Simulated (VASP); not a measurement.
# Y3Sn (Fm-3m) in VASP: notebook

The runs below take Y3Sn through single point, with LDA.

All numbers are computed with VASP 6.6.1; they aren't measurements. Logs are shortened: lines on timing, memory, paths and dates and some standing lists are left out, and cuts for length are marked.

## (1) The cell of the first run

The structure is cubic, space group Fm-3m (No. 225). The conventional cell has a = 7.692 Å, b = 7.692 Å, c = 7.692 Å, α = 90.00°, β = 90.00°, γ = 90.00°. Y (site symmetry m-3m) has 8 Y at 3.33 Å and 6 Sn at 3.85 Å within 4.4 Å. Y (site symmetry -43m) has 10 Y at 3.33 to 3.85 Å and 4 Sn at 3.33 Å within 4.4 Å. Within 4.4 Å of Sn (site symmetry m-3m) lie 14 Y at 3.33 to 3.85 Å.

## (2) Single point, LDA

Input file INCAR:

```
PREC = Accurate ; ENCUT = 520
EDIFF = 1E-6 ; ISMEAR = -1
SIGMA = 0.1 ; LREAL = False
LASPH = True ; NELM = 80
ALGO = Normal ; ISIF = 2
LWAVE = False ; LCHARG = False
GGA = CA ; NBANDS = 32
```

Input file KPOINTS:

```
regular mesh
0
Gamma
  5 5 5
```

Input file POSCAR:

```
Y3Sn
1.0
    5.4391490000      0.0000000000      0.0000000000
    2.7195745000      4.7104412090      0.0000000000
    2.7195745000      1.5701470697      4.4410465617
Y Sn
3 1
Direct
    0.0000000000      0.0000000000      0.0000000000
    0.2500000000      0.2500000000      0.2500000000
    0.7500000000      0.7500000000      0.7500000000
    0.5000000000      0.5000000000      0.5000000000
```

Potentials or basis: VASP PAW LDA potentials, release 64 (Y_sv, Sn_d).

On the command line:

```bash
> cat potpaw_LDA.64/Y_sv/POTCAR potpaw_LDA.64/Sn_d/POTCAR > POTCAR
> mpirun -np 1 vasp_std > vasp.out
```

OUTCAR:

```text
PREC = Accurate
   ENCUT = 520
   EDIFF = 1E-6
   ISMEAR = -1
   LREAL = False
   LASPH = True
   NELM = 80
   ISIF = 2
   GGA = CA

 ion  position               nearest neighbor table
   1  0.000  0.000  0.000-   3 3.33   2 3.33   3 3.33   2 3.33   2 3.33   3 3.33   3 3.33   2 3.33
                             4 3.85   4 3.85   4 3.85   4 3.85   4 3.85   4 3.85
   2  0.250  0.250  0.250-   1 3.33   4 3.33   4 3.33   1 3.33   4 3.33   1 3.33   1 3.33   4 3.33
                             3 3.85   3 3.85   3 3.85   3 3.85   3 3.85   3 3.85
   3  0.750  0.750  0.750-   4 3.33   1 3.33   4 3.33   1 3.33   1 3.33   4 3.33   4 3.33   1 3.33
                             2 3.85   2 3.85   2 3.85   2 3.85   2 3.85   2 3.85
   4  0.500  0.500  0.500-   2 3.33   3 3.33   3 3.33   2 3.33   3 3.33   2 3.33   2 3.33   3 3.33
                             1 3.85   1 3.85   1 3.85   1 3.85   1 3.85   1 3.85

  LATTYP: Found a face centered cubic cell.
 ALAT       =     7.6921182836

  Lattice vectors:

 A1 = (   5.4391490000,   0.0000000000,   0.0000000000)
 A2 = (   2.7195745000,   4.7104412090,   0.0000000000)
 A3 = (   2.7195745000,   1.5701470697,   4.4410465617)

Analysis of symmetry for initial positions (statically):
=====================================================================
 Subroutine PRICEL returns:
 Original cell was already a primitive cell.

 Routine SETGRP: Setting up the symmetry group for a
 face centered cubic supercell.

 Subroutine GETGRP returns: Found 48 space group operations
 (whereof 48 operations were pure point group operations)
 out of a pool of 48 trial point group operations.

The static configuration has the point symmetry O_h .

Analysis of symmetry for dynamics (positions and initial velocities):
=====================================================================
 Subroutine PRICEL returns:
 Original cell was already a primitive cell.

 Routine SETGRP: Setting up the symmetry group for a
 face centered cubic supercell.

 Subroutine GETGRP returns: Found 48 space group operations
 (whereof 48 operations were pure point group operations)
 out of a pool of 48 trial point group operations.

The dynamic configuration has the point symmetry O_h .

 Subroutine INISYM returns: Found 48 space group operations
 (whereof 48 operations are pure point group operations),
 and found     1 'primitive' translations

----------------------------------------------------------------------------------------

                                     Primitive cell

  volume of cell :     113.7831

  direct lattice vectors                    reciprocal lattice vectors
     5.439149000  0.000000000  0.000000000     0.183852290 -0.106147169 -0.075057383
     2.719574500  4.710441209  0.000000000     0.000000000  0.212294338 -0.075057383
     2.719574500  1.570147070  4.441046562     0.000000000  0.000000000  0.225172149

  length of vectors
     5.439149000  5.439149000  5.439149000     0.225172149  0.225172149  0.225172149

  position of ions in fractional coordinates (direct lattice)
     0.000000000  0.000000000  0.000000000
     0.250000000  0.250000000  0.250000000
     0.750000000  0.750000000  0.750000000
     0.500000000  0.500000000  0.500000000

  ion indices of the primitive-cell ions
   primitive index   ion index
                 1           1
                 2           2
                 3           3
                 4           4

----------------------------------------------------------------------------------------

 KPOINTS: regular mesh

Automatic generation of k-mesh.
 Grid dimensions read from file:
 generate k-points for:    5    5    5

 Generating k-lattice:

  Cartesian coordinates                     Fractional coordinates (reciprocal lattice)
     0.036770458 -0.021229434 -0.015011477     0.200000000  0.000000000  0.000000000
     0.000000000  0.042458868 -0.015011477     0.000000000  0.200000000  0.000000000
     0.000000000  0.000000000  0.045034430     0.000000000  0.000000000  0.200000000

  Length of vectors
     0.045034430  0.045034430  0.045034430

  Shift w.r.t. Gamma in fractional coordinates (k-lattice)
     0.000000000  0.000000000  0.000000000

 Subroutine IBZKPT returns following result:
 ===========================================

 Found     10 irreducible k-points:

 Following reciprocal coordinates:
            Coordinates               Weight
  0.000000  0.000000  0.000000      1.000000
  0.200000  0.000000  0.000000      8.000000
  0.400000  0.000000  0.000000      8.000000
  0.200000  0.200000  0.000000      6.000000
  0.400000  0.200000  0.000000     24.000000
 -0.400000  0.200000 -0.000000     24.000000
 -0.200000  0.200000 -0.000000     12.000000
  0.400000  0.400000  0.000000      6.000000
 -0.400000  0.400000 -0.000000     12.000000
 -0.400000  0.400000  0.200000     24.000000
   k-points           NKPTS =     10   k-points in BZ     NKDIM =     10   number of bands    NBANDS=     32
   number of dos      NEDOS =    301   number of ions     NIONS =      4
   total plane-waves  NPLWV =  64000
   dimension x,y,z NGX =    40 NGY =   40 NGZ =   40
   dimension x,y,z NGXF=    80 NGYF=   80 NGZF=   80
   ions per type =               3   1
   NGX,Y,Z   is equivalent  to a cutoff of  12.23, 12.23, 12.23 a.u.
   NGXF,Y,Z  is equivalent  to a cutoff of  24.45, 24.45, 24.45 a.u.
 SYSTEM =  unknown system
   PREC   = accura    normal or accurate (medium, high low for compatibility)
   ISTART =      0    job   : 0-new  1-cont  2-samecut
   ICHARG =      2    charge: 1-file 2-atom 10-const
   ISPIN  =      1    spin polarized calculation?
   LNONCOLLINEAR =      F non collinear calculations
   LSORBIT =      F    spin-orbit coupling
   LASPH  =      T    aspherical Exc in radial PAW
   ENCUT  =  520.0 eV  38.22 Ry    6.18 a.u.  10.11 10.11 10.11*2*pi/ulx,y,z
   NELM   =     80;   NELMIN=  2; NELMDL= -5     # of ELM steps
   EDIFF  = 0.1E-05   stopping-criterion for ELM
   LREAL  =      F    real-space projection
   EDIFFG = 0.1E-04   stopping-criterion for IOM
   NSW    =      0    number of steps for IOM
   IBRION =     -1    ionic relax: 0-MD 1-quasi-New 2-CG
   NFREE  =      0    steps in history (QN), initial steepest desc. (CG)
   ISIF   =      2    stress and relaxation
   ISYM   =      2    0-nonsym 1-usesym 2-fastsym
   POTIM  = 0.5000    time-step for ionic-motion
   TEBEG  =    0.0;   TEEND  =   0.0 temperature during run
   PSTRESS=    0.0 pullay stress
   NELECT =      47.0000    total number of electrons
   NUPDOWN=      -1.0000    fix difference up-down
   EMIN   =  10.00;   EMAX   =-10.00  energy-range for DOS
   EFERMI =   0.00;   METHOD = LEGACY
   ISMEAR =    -1;   SIGMA  =   0.10  broadening in eV -4-tet -1-fermi 0-gaus
   EFERMI_NEDOS =   21; number of points for ismear=-14 and -15
   IALGO  =     38    algorithm
   IMIX   =      4    mixing-type and parameters
     AMIX     =   0.40;   BMIX     =  1.00
     AMIX_MAG =   1.60;   BMIX_MAG =  1.00
  volume/ion in A,a.u.               =      28.45       191.96
  Fermi-wavevector in a.u.,A,eV,Ry     =   1.219218  2.303989 20.224971  1.486493
  Thomas-Fermi vector in A             =   2.354478
   LORBIT       =      0    0 simple, 1 ext, 2 COOP (PROOUT), +10 PAW based schemes
   GGA     = CA    functional components
   LHFCALC =     F    Hartree Fock is set to
   AEXX    =    0.0000 exact exchange contribution
   IVDW    =     0    specifies the selected vdW correction
   LEPSILON=     F    determine dielectric tensor
   LRPA    =     F    only Hartree local field effects (RPA)
 non-spin polarized calculation
  energy-cutoff  :      520.00
  volume of cell :      113.78
 maximum number of plane-waves:      3119
   NGX = 21   NGY = 21   NGZ = 21

 number of electron      46.9999993 magnetization

 Free energy of the ion-electron system (eV)
  ---------------------------------------------------
  ext. energy  EPLUGINS =         0.00000000
  ---------------------------------------------------
  free energy    TOTEN  =       -26.54238207 eV

  energy without entropy =      -26.33641022  energy(sigma->0) =      -26.43939614

 E-fermi :   4.6841     XC(G=0): -10.2635

 val. band max:        4.6599520788   @ k =   0.2000   0.0000   0.0000
 cond. band min:       4.6848172270   @ k =  -0.4000   0.4000  -0.0000
 fundamental gap:      0.0248651481
 Fermi energy:         4.6841456750

 k-point     1 :       0.0000    0.0000    0.0000
  band No.  band energies     occupation
      1     -37.8782      2.00000
      2     -37.7001      2.00000
      3     -37.6891      2.00000
      4     -18.1404      2.00000
      5     -18.1404      2.00000
      6     -18.1404      2.00000
[... 24 lines left out ...]
     31       8.5683      0.00000
     32       8.5683      0.00000

 k-point     2 :       0.2000    0.0000    0.0000
  band No.  band energies     occupation
      1     -37.8694      2.00000
      2     -37.7029      2.00000
      3     -37.6953      2.00000
      4     -18.1717      2.00000
      5     -18.1709      2.00000
      6     -18.1709      2.00000
[... 24 lines left out ...]
     31       8.4749      0.00000
     32       8.4750      0.00000

 k-point     3 :       0.4000    0.0000    0.0000
  band No.  band energies     occupation
      1     -37.8532      2.00000
      2     -37.7121      2.00000
      3     -37.7026      2.00000
      4     -18.2077      2.00000
      5     -18.2077      2.00000
      6     -18.1675      2.00000
[... 24 lines left out ...]
     31       7.8948      0.00000
     32       7.8948      0.00000

 k-point     4 :       0.2000    0.2000    0.0000
  band No.  band energies     occupation
      1     -37.8663      2.00000
      2     -37.7034      2.00000
      3     -37.6979      2.00000
      4     -18.2092      2.00000
      5     -18.2092      2.00000
      6     -18.1229      2.00000
[... 164 lines left out ...]
     31       7.9017      0.00000
     32       8.7333      0.00000

 k-point     9 :      -0.4000    0.4000   -0.0000
  band No.  band energies     occupation
      1     -37.8398      2.00000
      2     -37.7173      2.00000
      3     -37.7109      2.00000
      4     -18.2746      2.00000
      5     -18.2703      2.00000
      6     -18.0753      2.00000
[... 24 lines left out ...]
     31       7.1062      0.00000
     32       8.1489      0.00000

 k-point    10 :      -0.4000    0.4000    0.2000
  band No.  band energies     occupation
      1     -37.8423      2.00000
      2     -37.7138      2.00000
      3     -37.7119      2.00000
      4     -18.2828      2.00000
      5     -18.2073      2.00000
      6     -18.1450      2.00000
[... 24 lines left out ...]
     31       7.5521      0.00000
     32       7.9340      0.00000

------------------------ aborting loop because EDIFF is reached ----------------------------------------

  FORCE on cell =-STRESS in cart. coord.  units (eV):
  Direction    XX          YY          ZZ          XY          YZ          ZX
  --------------------------------------------------------------------------------------
  -------------------------------------------------------------------------------------
  Total       -3.2389475     -3.2389475     -3.2389475     -0.0000000     -0.0000000      0.0000000
  in kB      -45.6075367    -45.6075367    -45.6075367     -0.0000000     -0.0000000      0.0000000
  external PRESSURE =     -45.6075367 kB  Pullay stress =       0.0000000 kB

 VOLUME and BASIS-vectors are now :
 -----------------------------------------------------------------------------
  energy-cutoff  :      520.00
  volume of cell :      113.78
      direct lattice vectors                 reciprocal lattice vectors
     5.439149000  0.000000000  0.000000000     0.183852290 -0.106147169 -0.075057383
     2.719574500  4.710441209  0.000000000     0.000000000  0.212294338 -0.075057383
     2.719574500  1.570147070  4.441046562     0.000000000  0.000000000  0.225172149

 POSITION                                       TOTAL-FORCE (eV/Angst)
 -----------------------------------------------------------------------------------
      0.00000      0.00000      0.00000         0.000000      0.000000      0.000000
      2.71957      1.57015      1.11026        -0.000000      0.000000     -0.000000
      8.15872      4.71044      3.33078         0.000000     -0.000000      0.000000
      5.43915      3.14029      2.22052        -0.000000      0.000000      0.000000
 -----------------------------------------------------------------------------------
    total drift:                                0.000000     -0.000000     -0.000000

  FREE ENERGIE OF THE ION-ELECTRON SYSTEM (eV)
  ---------------------------------------------------
  free  energy   TOTEN  =       -26.5423820663 eV

  energy  without entropy=      -26.3364102163  energy(sigma->0) =      -26.43939614
```

Run time: 18 s. Hardware: 1 thread of Intel Xeon 6975P-C (Granite Rapids), shared host; peak memory 0.22 GiB.

What came out:

| Property | Result |
| --- | --- |
| Free energy | -26.5424 eV |
| Pressure | -4.6 GPa |

Levels at points of the mesh, in eV from the Fermi level:
```
           k point  band 22  band 23  band 24  band 25  band 26  band 27
(0.00, 0.00, 0.00)    -1.19    -1.19    -0.58     0.42     0.42     0.42
```

Caveat: spin-orbit coupling is left out, which moves the levels of the heavy elements.

## (3) Single point, LDA

Input file INCAR:

```
ALGO     = Normal         # electronic algorithm
EDIFF    = 1E-7           # SCF threshold, eV
ENCUT    = 520            # plane-wave cutoff, eV
ISIF     = 2              # what is computed and relaxed
ISMEAR   = -1             # smearing method
LASPH    = T              # aspherical terms in the spheres
LCHARG   = T              # write CHGCAR
LELF     = T              # ELF
LREAL    = F              # projectors in reciprocal space
LVHAR    = T            
LWAVE    = F              # write WAVECAR
NBANDS   = 32             # bands
NELM     = 60             # most SCF steps
PREC     = Accurate       # precision mode
SIGMA    = 0.1            # smearing width, eV
```

Input file KPOINTS:

```
k-points
0
Gamma
  5 5 5
```

POSCAR is that of step 2.

Potentials or basis: VASP PAW LDA potentials, release 64 (Y_sv, Sn_d).

On the command line:

```bash
> cat potpaw_LDA.64/Y_sv/POTCAR potpaw_LDA.64/Sn_d/POTCAR > POTCAR
> mpirun -np 1 vasp_std > vasp.out
```

It took 22 s on 1 thread of Intel Xeon 6975P-C (Granite Rapids), shared host; peak memory 0.21 GiB.

Results (log left out):

```yaml
Free_energy: -26.5424 eV
Pressure: -4.6 GPa
```

Levels at points of the mesh, in eV from the Fermi level:
```
           k point  band 22  band 23  band 24  band 25  band 26  band 27
(0.00, 0.00, 0.00)    -1.19    -1.19    -0.58     0.42     0.42     0.42
```

Caveat: spin-orbit coupling is left out, which moves the levels of the heavy elements.
